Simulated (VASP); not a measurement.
# Ta16Si in VASP: a series of runs

Ta16Si is run at these levels: PBE; tasks: single point.

All numbers are computed with VASP 6.6.1; they aren't measurements. Logs are shortened: lines on timing, memory, paths and dates and some standing lists are left out, and cuts for length are marked.

## 1. The cell of the first run

The cell holds a slab with vacuum, 17 atoms: a = 6.638 Å, b = 6.638 Å, c = 20.300 Å, α = 90.00°, β = 90.00°, γ = 90.00°.

## 2. Single point, PBE

The input, INCAR:

```
SYSTEM = Ta16Si
PREC = Accurate
ENCUT = 520
EDIFF = 1E-6
ISMEAR = 0
SIGMA = 0.1
LREAL = Auto
LASPH = .True.
NELM = 80
ALGO = Normal
ISIF = 2
LWAVE = .False.
LCHARG = .False.
LDIPOL = .True.
IDIPOL = 3
DIPOL = 0.5 0.5 0.331
GGA = PE
NBANDS = 104
```

The input, KPOINTS:

```
Automatic mesh
0
Gamma
  4 4 1
  0 0 0
```

The input, POSCAR:

```
Ta16Si
1.0
    6.6379342679      0.0000000000      0.0000000000
    0.0000000000      6.6379342679      0.0000000000
    0.0000000000      0.0000000000     20.2996559574
Ta Si
16 1
Direct
    0.2500000000      0.2500000000      0.1970476745
    0.2500000000      0.7500000000      0.1970476745
    0.7500000000      0.2500000000      0.1970476745
    0.7500000000      0.7500000000      0.1970476745
    0.0000000000      0.0000000000      0.2787970190
    0.0000000000      0.5000000000      0.2787970190
    0.5000000000      0.0000000000      0.2787970190
    0.5000000000      0.5000000000      0.2787970190
    0.2500000000      0.2500000000      0.3599139064
    0.2500000000      0.7500000000      0.3599139064
    0.7500000000      0.2500000000      0.3599139064
    0.7500000000      0.7500000000      0.3599139064
    0.0000000000      0.0000000000      0.4334879357
    0.0000000000      0.5000000000      0.4334879357
    0.5000000000      0.0000000000      0.4334879357
    0.5000000000      0.5000000000      0.4334879357
    0.0000000000      0.0625000000      0.5512336157
```

Potentials or basis: VASP PAW PBE potentials, release 64 (Ta_pv, Si).

Command:

```sh
cat potpaw_PBE.64/Ta_pv/POTCAR potpaw_PBE.64/Si/POTCAR > POTCAR
mpirun -np 1 vasp_std > vasp.out
```

OUTCAR:

```text
SYSTEM = Ta16Si
   PREC = Accurate
   ENCUT = 520
   EDIFF = 1E-6
   ISMEAR = 0
   LREAL = Auto
   LASPH = .True.
   NELM = 80
   ISIF = 2
   GGA = PE

 ion  position               nearest neighbor table
   1  0.250  0.250  0.197-   5 2.87   6 2.87   7 2.87   8 2.87   9 3.31   3 3.32   2 3.32   2 3.32
                             3 3.32
   2  0.250  0.750  0.197-   5 2.87   6 2.87   7 2.87   8 2.87  10 3.31   4 3.32   1 3.32   1 3.32
                             4 3.32
   3  0.750  0.250  0.197-   5 2.87   6 2.87   7 2.87   8 2.87  11 3.31   4 3.32   1 3.32   4 3.32
                             1 3.32
   4  0.750  0.750  0.197-   5 2.87   6 2.87   7 2.87   8 2.87  12 3.31   3 3.32   2 3.32   3 3.32
                             2 3.32
   5  0.000  0.000  0.279-   9 2.87  10 2.87  11 2.87  12 2.87   1 2.87   2 2.87   3 2.87   4 2.87
                            13 3.14   7 3.32   6 3.32   6 3.32   7 3.32
   6  0.000  0.500  0.279-   9 2.87  10 2.87  11 2.87  12 2.87   1 2.87   2 2.87   3 2.87   4 2.87
                            14 3.14   8 3.32   5 3.32   5 3.32   8 3.32
   7  0.500  0.000  0.279-   9 2.87  10 2.87  11 2.87  12 2.87   1 2.87   2 2.87   3 2.87   4 2.87
                            15 3.14   8 3.32   5 3.32   8 3.32   5 3.32
   8  0.500  0.500  0.279-   9 2.87  10 2.87  11 2.87  12 2.87   1 2.87   2 2.87   3 2.87   4 2.87
                            16 3.14   7 3.32   6 3.32   7 3.32   6 3.32
   9  0.250  0.250  0.360-  13 2.78  14 2.78  15 2.78  16 2.78   5 2.87   6 2.87   7 2.87   8 2.87
                             1 3.31  10 3.32  11 3.32  10 3.32  11 3.32
  10  0.250  0.750  0.360-  13 2.78  14 2.78  15 2.78  16 2.78   5 2.87   6 2.87   7 2.87   8 2.87
                             2 3.31   9 3.32  12 3.32   9 3.32  12 3.32
  11  0.750  0.250  0.360-  13 2.78  14 2.78  15 2.78  16 2.78   5 2.87   6 2.87   7 2.87   8 2.87
                             3 3.31   9 3.32  12 3.32  12 3.32   9 3.32
  12  0.750  0.750  0.360-  13 2.78  14 2.78  15 2.78  16 2.78   5 2.87   6 2.87   7 2.87   8 2.87
                             4 3.31  10 3.32  11 3.32  11 3.32  10 3.32
  13  0.000  0.000  0.433-  17 2.43  10 2.78  11 2.78  12 2.78   9 2.78   5 3.14  15 3.32  14 3.32
                            14 3.32  15 3.32
  14  0.000  0.500  0.433-   9 2.78  10 2.78  11 2.78  12 2.78   6 3.14  13 3.32  16 3.32  13 3.32
                            16 3.32
  15  0.500  0.000  0.433-   9 2.78  10 2.78  11 2.78  12 2.78   7 3.14  13 3.32  16 3.32  16 3.32
                            13 3.32
  16  0.500  0.500  0.433-   9 2.78  10 2.78  11 2.78  12 2.78   8 3.14  14 3.32  15 3.32  15 3.32
                            14 3.32
  17  0.000  0.062  0.551-  13 2.43

  LATTYP: Found a simple tetragonal cell.
 ALAT       =     6.6379342679
 C/A-ratio  =     3.0581284987

  Lattice vectors:

 A1 = (   6.6379342679,   0.0000000000,   0.0000000000)
 A2 = (   0.0000000000,   6.6379342679,   0.0000000000)
 A3 = (   0.0000000000,   0.0000000000,  20.2996559574)

Analysis of symmetry for initial positions (statically):
=====================================================================
 Subroutine PRICEL returns:
 Original cell was already a primitive cell.

 Routine SETGRP: Setting up the symmetry group for a
 simple tetragonal supercell.

 Subroutine GETGRP returns: Found  2 space group operations
 (whereof  2 operations were pure point group operations)
 out of a pool of 16 trial point group operations.

The static configuration has the point symmetry C_1h.

Analysis of symmetry for dynamics (positions and initial velocities):
=====================================================================
 Subroutine PRICEL returns:
 Original cell was already a primitive cell.

 Routine SETGRP: Setting up the symmetry group for a
 simple tetragonal supercell.

 Subroutine GETGRP returns: Found  2 space group operations
 (whereof  2 operations were pure point group operations)
 out of a pool of 16 trial point group operations.

The dynamic configuration has the point symmetry C_1h.

 Subroutine INISYM returns: Found  2 space group operations
 (whereof  2 operations are pure point group operations),
 and found     1 'primitive' translations

----------------------------------------------------------------------------------------

                                     Primitive cell

  volume of cell :     894.4469

  direct lattice vectors                    reciprocal lattice vectors
     6.637934268  0.000000000  0.000000000     0.150649277  0.000000000  0.000000000
     0.000000000  6.637934268  0.000000000     0.000000000  0.150649277  0.000000000
     0.000000000  0.000000000 20.299655957     0.000000000  0.000000000  0.049261919

  length of vectors
[... 63 lines left out ...]
 ===========================================

 Found      9 irreducible k-points:

 Following reciprocal coordinates:
            Coordinates               Weight
  0.000000  0.000000  0.000000      1.000000
  0.250000  0.000000  0.000000      2.000000
  0.000000  0.250000  0.000000      2.000000
  0.500000  0.000000  0.000000      1.000000
  0.000000  0.500000  0.000000      1.000000
  0.250000  0.250000  0.000000      4.000000
  0.500000  0.250000  0.000000      2.000000
 -0.250000  0.500000  0.000000      2.000000
  0.500000  0.500000  0.000000      1.000000
   k-points           NKPTS =      9   k-points in BZ     NKDIM =      9   number of bands    NBANDS=    104
   number of dos      NEDOS =    301   number of ions     NIONS =     17
   total plane-waves  NPLWV = 400000
   dimension x,y,z NGX =    50 NGY =   50 NGZ =  160
   dimension x,y,z NGXF=   100 NGYF=  100 NGZF=  320
   ions per type =              16   1
   NGX,Y,Z   is equivalent  to a cutoff of  12.52, 12.52, 13.10 a.u.
   NGXF,Y,Z  is equivalent  to a cutoff of  25.04, 25.04, 26.21 a.u.
 SYSTEM =  Ta16Si
   PREC   = accura    normal or accurate (medium, high low for compatibility)
   ISTART =      0    job   : 0-new  1-cont  2-samecut
   ICHARG =      2    charge: 1-file 2-atom 10-const
   ISPIN  =      1    spin polarized calculation?
   LNONCOLLINEAR =      F non collinear calculations
   LSORBIT =      F    spin-orbit coupling
   LASPH  =      T    aspherical Exc in radial PAW
   ENCUT  =  520.0 eV  38.22 Ry    6.18 a.u.  12.34 12.34 37.74*2*pi/ulx,y,z
   NELM   =     80;   NELMIN=  2; NELMDL= -5     # of ELM steps
   EDIFF  = 0.1E-05   stopping-criterion for ELM
   LREAL  =      T    real-space projection
   EDIFFG = 0.1E-04   stopping-criterion for IOM
   NSW    =      0    number of steps for IOM
   IBRION =     -1    ionic relax: 0-MD 1-quasi-New 2-CG
   NFREE  =      0    steps in history (QN), initial steepest desc. (CG)
   ISIF   =      2    stress and relaxation
   ISYM   =      2    0-nonsym 1-usesym 2-fastsym
   POTIM  = 0.5000    time-step for ionic-motion
   TEBEG  =    0.0;   TEEND  =   0.0 temperature during run
   PSTRESS=    0.0 pullay stress
   NELECT =     180.0000    total number of electrons
   NUPDOWN=      -1.0000    fix difference up-down
   EMIN   =  10.00;   EMAX   =-10.00  energy-range for DOS
   EFERMI =   0.00;   METHOD = LEGACY
   ISMEAR =     0;   SIGMA  =   0.10  broadening in eV -4-tet -1-fermi 0-gaus
   EFERMI_NEDOS =   21; number of points for ismear=-14 and -15
   IALGO  =     38    algorithm
   IMIX   =      4    mixing-type and parameters
     AMIX     =   0.40;   BMIX     =  1.00
     AMIX_MAG =   1.60;   BMIX_MAG =  1.00
  volume/ion in A,a.u.               =      52.61       355.06
  Fermi-wavevector in a.u.,A,eV,Ry     =   0.959358  1.812924 12.522370  0.920368
  Thomas-Fermi vector in A             =   2.088547
   LORBIT       =      0    0 simple, 1 ext, 2 COOP (PROOUT), +10 PAW based schemes
   GGA     = PE    functional components
   LHFCALC =     F    Hartree Fock is set to
   AEXX    =    0.0000 exact exchange contribution
   IVDW    =     0    specifies the selected vdW correction
   LEPSILON=     F    determine dielectric tensor
   LRPA    =     F    only Hartree local field effects (RPA)
 non-spin polarized calculation
 Gauss-broadening in eV      SIGMA  =   0.10
  energy-cutoff  :      520.00
  volume of cell :      894.45
 maximum number of plane-waves:     24163
 NGX is ok and might be reduce to    50
   NGX = 25   NGY = 25   NGZ = 75

 dipolmoment           0.000000      0.000000     -0.020617 electrons x Angstroem

 number of electron     179.9999955 magnetization

 dipolmoment           0.000000      0.000000      0.135183 electrons x Angstroem

 Free energy of the ion-electron system (eV)
  ---------------------------------------------------
  ext. energy  EPLUGINS =         0.00000000
  ---------------------------------------------------
  free energy    TOTEN  =      -177.66981168 eV

  energy without entropy =     -177.55949891  energy(sigma->0) =     -177.61465530

 E-fermi :  -0.5380     XC(G=0):  -5.5495

 val. band max:       -0.5446427131   @ k =   0.0000   0.0000   0.0000
 cond. band min:      -0.5127094109   @ k =   0.0000   0.2500   0.0000
 fundamental gap:      0.0319333021
 Fermi energy:        -0.5380384463

 k-point     1 :       0.0000    0.0000    0.0000
  band No.  band energies     occupation
      1     -35.5752      2.00000
      2     -35.5682      2.00000
      3     -35.5611      2.00000
      4     -35.5609      2.00000
      5     -35.5578      2.00000
      6     -35.5572      2.00000
[... 934 lines left out ...]
    101      -0.0741      0.00000
    102       0.0416      0.00000
 [bands above 102 left out]

------------------------ aborting loop because EDIFF is reached ----------------------------------------

 vacuum level on the upper side and lower side of the slab       (xc-potential included)         0.040        -0.488

  FORCE on cell =-STRESS in cart. coord.  units (eV):
  Direction    XX          YY          ZZ          XY          YZ          ZX
  --------------------------------------------------------------------------------------
  -------------------------------------------------------------------------------------
  Total      -18.4906203    -18.6106367     -3.4725993      0.0000000      0.3958412      0.0000000
  in kB      -33.1213089    -33.3362881     -6.2202908      0.0000000      0.7090503      0.0000000
  external PRESSURE =     -24.2259626 kB  Pullay stress =       0.0000000 kB

 VOLUME and BASIS-vectors are now :
 -----------------------------------------------------------------------------
  energy-cutoff  :      520.00
  volume of cell :      894.45
      direct lattice vectors                 reciprocal lattice vectors
     6.637934268  0.000000000  0.000000000     0.150649277  0.000000000  0.000000000
     0.000000000  6.637934268  0.000000000     0.000000000  0.150649277  0.000000000
     0.000000000  0.000000000 20.299655957     0.000000000  0.000000000  0.049261919

 POSITION                                       TOTAL-FORCE (eV/Angst)
 -----------------------------------------------------------------------------------
      1.65948      1.65948      4.00000        -0.028145     -0.017527      0.825778
      1.65948      4.97845      4.00000        -0.029446      0.035293      0.809424
      4.97845      1.65948      4.00000         0.028145     -0.017527      0.825778
      4.97845      4.97845      4.00000         0.029446      0.035293      0.809424
      0.00000      0.00000      5.65948         0.000000      0.039434     -1.225321
      0.00000      3.31897      5.65948         0.000000     -0.004505     -0.761487
[... 9 lines left out ...]
      3.31897      3.31897      8.79966         0.000000      0.018024     -0.329789
      0.00000      0.41487     11.18985         0.000000      0.277446      0.007830
 -----------------------------------------------------------------------------------
    total drift:                               -0.000000      0.001709      0.006630

  FREE ENERGIE OF THE ION-ELECTRON SYSTEM (eV)
  ---------------------------------------------------
  free  energy   TOTEN  =      -177.6698116836 eV

  energy  without entropy=     -177.5594989145  energy(sigma->0) =     -177.61465530

 vacuum level on the upper side and lower side of the slab         3.782         3.245
```

Wall time 79 min (1 thread of Intel Xeon 8259CL, shared host); peak memory 1.1 GiB.

What came out:

```yaml
Free_energy: -177.6698 eV
Largest_force: 1.226 eV/Å
Band_gap_on_the_k_mesh: zero (bands 90 and 91 overlap by 0.44 eV)
```

Forces in eV/Å, atoms in the order of the input:
```
Ta  -0.028 -0.018  0.826
Ta  -0.029  0.035  0.809
Ta   0.028 -0.018  0.826
Ta   0.029  0.035  0.809
Ta   0.000  0.039 -1.225
Ta   0.000 -0.005 -0.761
Ta   0.000  0.015 -0.754
Ta   0.000 -0.016 -0.645
Ta   0.214  0.237 -0.297
Ta   0.267 -0.243 -0.259
Ta  -0.214  0.237 -0.297
Ta  -0.267 -0.243 -0.259
Ta   0.000 -0.093  0.735
Ta   0.000 -0.297  0.471
Ta   0.000  0.038  0.345
Ta   0.000  0.018 -0.330
Si   0.000  0.277  0.008
```

Levels at points of the mesh, in eV from the Fermi level:
```tsv
k point	band 87	band 88	band 89	band 90	band 91	band 92	band 93	band 94
(0.00, 0.00, 0.00)	-0.01	0.12	0.12	0.15	0.17	0.17	0.34	0.34
(0.50, 0.00, 0.00)	-0.44	-0.39	-0.37	-0.01	-0.01	0.09	0.26	0.27
(0.00, 0.50, 0.00)	-0.45	-0.41	-0.37	-0.03	0.04	0.08	0.26	0.27
(0.50, 0.50, 0.00)	-0.89	-0.86	-0.78	-0.33	-0.29	-0.15	-0.09	-0.05
```

Caveat: spin-orbit coupling is left out, which moves the levels of the heavy elements.

(Part 1 of 2 ends here.)
